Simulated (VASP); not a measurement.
# AlAs (F-43m) in VASP: single point with LDA

Aim: the single point of AlAs with LDA.

All numbers are computed with VASP 6.6.1; they aren't measurements. Logs are shortened: lines on timing, memory, paths and dates and some standing lists are left out, and cuts for length are marked.

### 1 The cell of the first run

It takes space group F-43m (No. 216, cubic). The conventional cell has a = 5.629 Å, b = 5.629 Å, c = 5.629 Å, α = 90.00°, β = 90.00°, γ = 90.00°. Al (site symmetry -43m) has 4 As at 2.44 Å within 3.2 Å. As (site symmetry -43m) has 4 Al at 2.44 Å within 3.2 Å.

### 2 Single point, LDA

INCAR reads:

```
PREC     = Accurate       # precision mode
ENCUT    = 500            # plane-wave cutoff, eV
EDIFF    = 1E-6           # SCF threshold, eV
ISMEAR   = 0              # smearing method
SIGMA    = 0.02           # smearing width, eV
LREAL    = False          # projectors in reciprocal space
LASPH    = True           # aspherical terms in the spheres
NELM     = 120            # most SCF steps
ALGO     = Normal         # electronic algorithm
ISIF     = 2              # what is computed and relaxed
LWAVE    = False          # write WAVECAR
LCHARG   = False          # write CHGCAR
GGA      = CA             # functional
NBANDS   = 11             # bands
GGA_COMPAT= False
```

KPOINTS reads:

```
regular mesh
0
Gamma
  8 8 8
```

POSCAR reads:

```
AlAs
1.0
    0.0000000000      2.8143920090      2.8143920090
    2.8143920090      0.0000000000      2.8143920090
    2.8143920090      2.8143920090      0.0000000000
Al As
1 1
Direct
    0.0000000000      0.0000000000      0.0000000000
    0.2500000000      0.2500000000      0.2500000000
```

Potentials or basis: VASP PAW LDA potentials, release 64 (Al, As).

On the command line:

```
$ cat potpaw_LDA.64/Al/POTCAR potpaw_LDA.64/As/POTCAR > POTCAR
$ mpirun -np 1 vasp_std > vasp.out
```

OUTCAR:

```text
PREC = Accurate
   ENCUT = 500
   EDIFF = 1E-6
   ISMEAR = 0
   LREAL = False
   LASPH = True
   NELM = 120
   ISIF = 2
   GGA = CA

 ion  position               nearest neighbor table
   1  0.000  0.000  0.000-   2 2.44   2 2.44   2 2.44   2 2.44
   2  0.250  0.250  0.250-   1 2.44   1 2.44   1 2.44   1 2.44

  LATTYP: Found a face centered cubic cell.
 ALAT       =     5.6287840180

  Lattice vectors:

 A1 = (   0.0000000000,   2.8143920090,   2.8143920090)
 A2 = (   2.8143920090,   0.0000000000,   2.8143920090)
 A3 = (   2.8143920090,   2.8143920090,   0.0000000000)

Analysis of symmetry for initial positions (statically):
=====================================================================
 Subroutine PRICEL returns:
 Original cell was already a primitive cell.

 Routine SETGRP: Setting up the symmetry group for a
 face centered cubic supercell.

 Subroutine GETGRP returns: Found 24 space group operations
 (whereof 24 operations were pure point group operations)
 out of a pool of 48 trial point group operations.

The static configuration has the point symmetry T_d .

Analysis of symmetry for dynamics (positions and initial velocities):
=====================================================================
 Subroutine PRICEL returns:
 Original cell was already a primitive cell.

 Routine SETGRP: Setting up the symmetry group for a
 face centered cubic supercell.

 Subroutine GETGRP returns: Found 24 space group operations
 (whereof 24 operations were pure point group operations)
 out of a pool of 48 trial point group operations.

The dynamic configuration has the point symmetry T_d .

 Subroutine INISYM returns: Found 24 space group operations
 (whereof 24 operations are pure point group operations),
 and found     1 'primitive' translations

----------------------------------------------------------------------------------------

                                     Primitive cell

  volume of cell :      44.5845

  direct lattice vectors                    reciprocal lattice vectors
     0.000000000  2.814392009  2.814392009    -0.177658265  0.177658265  0.177658265
     2.814392009  0.000000000  2.814392009     0.177658265 -0.177658265  0.177658265
     2.814392009  2.814392009  0.000000000     0.177658265  0.177658265 -0.177658265

  length of vectors
     3.980151349  3.980151349  3.980151349     0.307713141  0.307713141  0.307713141

  position of ions in fractional coordinates (direct lattice)
     0.000000000  0.000000000  0.000000000
     0.250000000  0.250000000  0.250000000

  ion indices of the primitive-cell ions
   primitive index   ion index
                 1           1
                 2           2

----------------------------------------------------------------------------------------

 KPOINTS: regular mesh

Automatic generation of k-mesh.
 Grid dimensions read from file:
 generate k-points for:    8    8    8

 Generating k-lattice:

  Cartesian coordinates                     Fractional coordinates (reciprocal lattice)
    -0.022207283  0.022207283  0.022207283     0.125000000  0.000000000  0.000000000
     0.022207283 -0.022207283  0.022207283     0.000000000  0.125000000  0.000000000
     0.022207283  0.022207283 -0.022207283     0.000000000  0.000000000  0.125000000

  Length of vectors
     0.038464143  0.038464143  0.038464143

  Shift w.r.t. Gamma in fractional coordinates (k-lattice)
     0.000000000  0.000000000  0.000000000

 Subroutine IBZKPT returns following result:
 ===========================================

 Found     29 irreducible k-points:

 Following reciprocal coordinates:
            Coordinates               Weight
  0.000000  0.000000  0.000000      1.000000
  0.125000  0.000000  0.000000      8.000000
  0.250000  0.000000  0.000000      8.000000
  0.375000  0.000000  0.000000      8.000000
  0.500000  0.000000  0.000000      4.000000
  0.125000  0.125000  0.000000      6.000000
[... 16 lines left out ...]
  0.500000  0.250000  0.125000     48.000000
 -0.375000  0.250000  0.125000     24.000000
 [... further k-points ...]
   k-points           NKPTS =     29   k-points in BZ     NKDIM =     29   number of bands    NBANDS=     11
   number of dos      NEDOS =    301   number of ions     NIONS =      2
   total plane-waves  NPLWV =  27000
   dimension x,y,z NGX =    30 NGY =   30 NGZ =   30
   dimension x,y,z NGXF=    60 NGYF=   60 NGZF=   60
   ions per type =               1   1
   NGX,Y,Z   is equivalent  to a cutoff of  12.53, 12.53, 12.53 a.u.
   NGXF,Y,Z  is equivalent  to a cutoff of  25.06, 25.06, 25.06 a.u.
 SYSTEM =  unknown system
   PREC   = accura    normal or accurate (medium, high low for compatibility)
   ISTART =      0    job   : 0-new  1-cont  2-samecut
   ICHARG =      2    charge: 1-file 2-atom 10-const
   ISPIN  =      1    spin polarized calculation?
   LNONCOLLINEAR =      F non collinear calculations
   LSORBIT =      F    spin-orbit coupling
   LASPH  =      T    aspherical Exc in radial PAW
   ENCUT  =  500.0 eV  36.75 Ry    6.06 a.u.   7.26  7.26  7.26*2*pi/ulx,y,z
   NELM   =    120;   NELMIN=  2; NELMDL= -5     # of ELM steps
   EDIFF  = 0.1E-05   stopping-criterion for ELM
   LREAL  =      F    real-space projection
   EDIFFG = 0.1E-04   stopping-criterion for IOM
   NSW    =      0    number of steps for IOM
   IBRION =     -1    ionic relax: 0-MD 1-quasi-New 2-CG
   NFREE  =      0    steps in history (QN), initial steepest desc. (CG)
   ISIF   =      2    stress and relaxation
   ISYM   =      2    0-nonsym 1-usesym 2-fastsym
   POTIM  = 0.5000    time-step for ionic-motion
   TEBEG  =    0.0;   TEEND  =   0.0 temperature during run
   PSTRESS=    0.0 pullay stress
   NELECT =       8.0000    total number of electrons
   NUPDOWN=      -1.0000    fix difference up-down
   EMIN   =  10.00;   EMAX   =-10.00  energy-range for DOS
   EFERMI =   0.00;   METHOD = LEGACY
   ISMEAR =     0;   SIGMA  =   0.02  broadening in eV -4-tet -1-fermi 0-gaus
   EFERMI_NEDOS =   21; number of points for ismear=-14 and -15
   IALGO  =     38    algorithm
   IMIX   =      4    mixing-type and parameters
     AMIX     =   0.40;   BMIX     =  1.00
     AMIX_MAG =   1.60;   BMIX_MAG =  1.00
  volume/ion in A,a.u.               =      22.29       150.44
  Fermi-wavevector in a.u.,A,eV,Ry     =   0.923372  1.744921 11.600554  0.852617
  Thomas-Fermi vector in A             =   2.049002
   LORBIT       =      0    0 simple, 1 ext, 2 COOP (PROOUT), +10 PAW based schemes
   GGA     = CA    functional components
   LHFCALC =     F    Hartree Fock is set to
   AEXX    =    0.0000 exact exchange contribution
   IVDW    =     0    specifies the selected vdW correction
   LEPSILON=     F    determine dielectric tensor
   LRPA    =     F    only Hartree local field effects (RPA)
 non-spin polarized calculation
 Gauss-broadening in eV      SIGMA  =   0.02
  energy-cutoff  :      500.00
  volume of cell :       44.58
 maximum number of plane-waves:      1158
 NGX is ok and might be reduce to    30
   NGX = 15   NGY = 15   NGZ = 15

 number of electron       8.0000001 magnetization

 Free energy of the ion-electron system (eV)
  ---------------------------------------------------
  ext. energy  EPLUGINS =         0.00000000
  ---------------------------------------------------
  free energy    TOTEN  =       -10.51392664 eV

  energy without entropy =      -10.51392664  energy(sigma->0) =      -10.51392664

 E-fermi :   4.0179     XC(G=0):  -9.3434

 val. band max:        3.9297030109   @ k =   0.0000   0.0000   0.0000
 cond. band min:       5.2393359447   @ k =   0.5000   0.5000   0.0000
 fundamental gap:      1.3096329338
 Fermi energy:         4.0179049138

 k-point     1 :       0.0000    0.0000    0.0000
  band No.  band energies     occupation
      1      -8.0604      2.00000
      2       3.9297      2.00000
      3       3.9297      2.00000
      4       3.9297      2.00000
      5       5.9480      0.00000
      6       8.2044      0.00000
      7       8.2044      0.00000
      8       8.2044      0.00000
      9      12.6518      0.00000
     10      12.9968      0.00000
     11      12.9968      0.00000

 k-point     2 :       0.1250    0.0000    0.0000
  band No.  band energies     occupation
      1      -7.9044      2.00000
      2       2.4729      2.00000
      3       3.7656      2.00000
      4       3.7656      2.00000
      5       6.7005      0.00000
      6       8.4899      0.00000
      7       8.4899      0.00000
      8       8.6064      0.00000
      9      12.3553      0.00000
     10      12.3553      0.00000
     11      13.3876      0.00000

 k-point     3 :       0.2500    0.0000    0.0000
  band No.  band energies     occupation
      1      -7.4710      2.00000
      2       0.4831      2.00000
      3       3.4429      2.00000
      4       3.4429      2.00000
      5       6.5017      0.00000
      6       8.8281      0.00000
      7       8.8281      0.00000
      8      10.3606      0.00000
      9      12.2412      0.00000
     10      12.2412      0.00000
     11      13.1965      0.00000

 k-point     4 :       0.3750    0.0000    0.0000
  band No.  band energies     occupation
      1      -6.9080      2.00000
      2      -1.0931      2.00000
      3       3.1861      2.00000
      4       3.1861      2.00000
      5       6.1484      0.00000
      6       8.7001      0.00000
      7       8.7001      0.00000
      8      11.5458      0.00000
      9      13.5557      0.00000
     10      13.5557      0.00000
     11      13.6004      0.00000

 k-point     5 :       0.5000    0.0000    0.0000
  band No.  band energies     occupation
      1      -6.6055      2.00000
      2      -1.7427      2.00000
      3       3.0930      2.00000
      4       3.0930      2.00000
      5       6.0164      0.00000
      6       8.5782      0.00000
      7       8.5782      0.00000
      8      11.5473      0.00000
      9      15.0542      0.00000
     10      15.4988      0.00000
     11      15.4988      0.00000
[... 211 lines left out ...]
 k-point    21 :       0.5000    0.5000    0.0000
  band No.  band energies     occupation
      1      -6.0432      2.00000
      2      -1.5782      2.00000
      3       1.7140      2.00000
      4       1.7140      2.00000
      5       5.2393      0.00000
      6       6.1289      0.00000
      7      14.2631      0.00000
      8      14.2631      0.00000
      9      15.6867      0.00000
     10      16.5710      0.00000
     11      16.5710      0.00000

 k-point    22 :       0.3750    0.2500    0.1250
  band No.  band energies     occupation
      1      -7.1080      2.00000
      2       0.1103      2.00000
      3       1.9255      2.00000
      4       2.9332      2.00000
      5       7.4682      0.00000
      6       8.1933      0.00000
      7       9.1741      0.00000
      8      10.4589      0.00000
      9      12.1138      0.00000
     10      14.3735      0.00000
     11      15.9487      0.00000

 k-point    23 :       0.5000    0.2500    0.1250
  band No.  band energies     occupation
      1      -6.6007      2.00000
      2      -0.9231      2.00000
      3       1.3273      2.00000
      4       2.5405      2.00000
      5       7.5609      0.00000
      6       8.3454      0.00000
      7       9.6846      0.00000
      8      10.7904      0.00000
      9      13.2806      0.00000
     10      14.4665      0.00000
     11      16.0820      0.00000

 k-point    24 :      -0.3750    0.2500    0.1250
  band No.  band energies     occupation
      1      -6.3372      2.00000
      2      -1.4159      2.00000
      3       1.1746      2.00000
      4       2.3522      2.00000
      5       7.5568      0.00000
      6       8.1088      0.00000
      7      10.6140      0.00000
      8      11.5571      0.00000
      9      12.2663      0.00000
     10      14.9227      0.00000
     11      16.2009      0.00000

 [... further k-points ...]

------------------------ aborting loop because EDIFF is reached ----------------------------------------

  FORCE on cell =-STRESS in cart. coord.  units (eV):
  Direction    XX          YY          ZZ          XY          YZ          ZX
  --------------------------------------------------------------------------------------
  -------------------------------------------------------------------------------------
  Total        0.1015425      0.1015425      0.1015425      0.0000000      0.0000000     -0.0000000
  in kB        3.6490070      3.6490070      3.6490070      0.0000000      0.0000000     -0.0000000
  external PRESSURE =       3.6490070 kB  Pullay stress =       0.0000000 kB

 VOLUME and BASIS-vectors are now :
 -----------------------------------------------------------------------------
  energy-cutoff  :      500.00
  volume of cell :       44.58
      direct lattice vectors                 reciprocal lattice vectors
     0.000000000  2.814392009  2.814392009    -0.177658265  0.177658265  0.177658265
     2.814392009  0.000000000  2.814392009     0.177658265 -0.177658265  0.177658265
     2.814392009  2.814392009  0.000000000     0.177658265  0.177658265 -0.177658265

 POSITION                                       TOTAL-FORCE (eV/Angst)
 -----------------------------------------------------------------------------------
      0.00000      0.00000      0.00000        -0.000000     -0.000000     -0.000000
      1.40720      1.40720      1.40720         0.000000      0.000000      0.000000
 -----------------------------------------------------------------------------------
    total drift:                                0.000000      0.000000      0.000000

  FREE ENERGIE OF THE ION-ELECTRON SYSTEM (eV)
  ---------------------------------------------------
  free  energy   TOTEN  =       -10.5139266383 eV

  energy  without entropy=      -10.5139266383  energy(sigma->0) =      -10.51392664
```

Wall time 12 s (1 thread of AMD EPYC 7R43 (Zen 3), shared host); peak memory 0.12 GiB.

Results:

* Free energy: -10.5139 eV
* Pressure: 0.4 GPa
* Band gap on the k mesh: 1.31 eV (least direct gap 2.02 eV)
